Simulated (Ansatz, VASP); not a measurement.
# Os3C in VASP and in Ansatz

```
CELL_PARAMETERS angstrom
3.76026 0.00000 0.00000
0.00000 3.76026 0.00000
0.00000 0.00000 3.76026
ATOMIC_POSITIONS crystal
Os 0.00000 0.50000 0.50000
Os 0.50000 0.00000 0.50000
Os 0.50000 0.50000 0.00000
C 0.00000 0.00000 0.00000
```

Alike in both runs: functional PBE; k mesh 12 × 12 × 12; occupations gaussian, width 0.1 eV; no spin polarisation.

Ansatz relaxed the structure, and its values are those at the end. VASP's run is a single point on that final structure, the one shown.

|  | VASP | Ansatz |
| --- | --- | --- |
| version | VASP 6.6.1 | Ansatz 0.2.0 |
| potentials or method | VASP PAW PBE potentials, release 64 (Os, C), cutoff 520 eV | scalar-relativistic, plane waves, PAW |
| valence electrons in the cell | 28 | 52 |

Ansatz gave:

* gap on the k mesh at the Fermi level (eV): none
* pressure (GPa): 0.0

What did VASP give for the same quantities?

gap on the k mesh at the Fermi level (eV): none; pressure (GPa): 0.3.

A gap of «none» marks a metal or a gap that the smearing closes. VASP's potentials hold 28 valence electrons a cell and Ansatz's 52, so a difference there can come from the potentials and not from the codes.

Neither program's run includes spin-orbit coupling.
